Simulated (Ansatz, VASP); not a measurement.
ZnCd3O in VASP and in Ansatz

The input INCAR:

```
SYSTEM = ZnCd3O
ALGO = Normal
EDIFF = 1E-6
ENCUT = 520
GGA = PE
ISIF = 2
ISMEAR = 0
LASPH = .True.
LCHARG = .False.
LREAL = .False.
LWAVE = .False.
NBANDS = 35
NELM = 80
PREC = Accurate
SIGMA = 0.1
```

Contents of KPOINTS:

```
k-points
0
Gamma
  4 4 4
  0 0 0
```

Contents of POSCAR:

```
ZnCd3O
1.0
    4.8019953300      0.0000000000      0.0000000000
    0.0000000000      4.8019953300      0.0000000000
    0.0000000000      0.0000000000      4.8019953300
Zn Cd O
1 3 1
Direct
    0.5000000000      0.5000000000      0.5000000000
    0.0000000000      0.5000000000      0.5000000000
    0.5000000000      0.0000000000      0.5000000000
    0.5000000000      0.5000000000      0.0000000000
    0.0000000000      0.0000000000      0.0000000000
```

Input for Ansatz:

```yaml
crystal:
  lattice:
    - [4.80199533, 0.0, 0.0]
    - [0.0, 4.80199533, 0.0]
    - [0.0, 0.0, 4.80199533]
  atoms:
    - { symbol: Zn, position: [0.5, 0.5, 0.5] }
    - { symbol: Cd, position: [0.0, 0.5, 0.5] }
    - { symbol: Cd, position: [0.5, 0.0, 0.5] }
    - { symbol: Cd, position: [0.5, 0.5, 0.0] }
    - { symbol: O, position: [0.0, 0.0, 0.0] }
basis:
  ecutwfc: 420
kpoints:
  mp_grid: { grid: [4, 4, 4] }
hamiltonian:
  xc: pbe
scf:
  occupations: { method: gaussian, width: 0.1 }
  lower_state_search: "off"
output:
  forces: true
  stress: true
  eigenvalues: true
```

Alike in both runs: task single point; functional PBE; k mesh 4 × 4 × 4; occupations gaussian, width 0.1 eV; no spin polarisation.

|  | VASP | Ansatz |
| --- | --- | --- |
| version | VASP 6.6.1 | Ansatz 0.2.0 |
| potentials or method | VASP PAW PBE potentials, release 64 (Zn, Cd, O), cutoff 520 eV | scalar-relativistic, plane waves, PAW |
| valence electrons in the cell | 54 | 78 |

```csv
,VASP,Ansatz,Ansatz less VASP
gap on the k mesh at the Fermi level (eV),none,none,-
pressure (GPa),6.4,5.9,-0.48
```

A gap of «none» marks a metal or a gap that the smearing closes. With one functional, cell and mesh, what is left measures potentials, basis and numerics. VASP's potentials hold 54 valence electrons a cell and Ansatz's 78, so a difference there can come from the potentials and not from the codes.
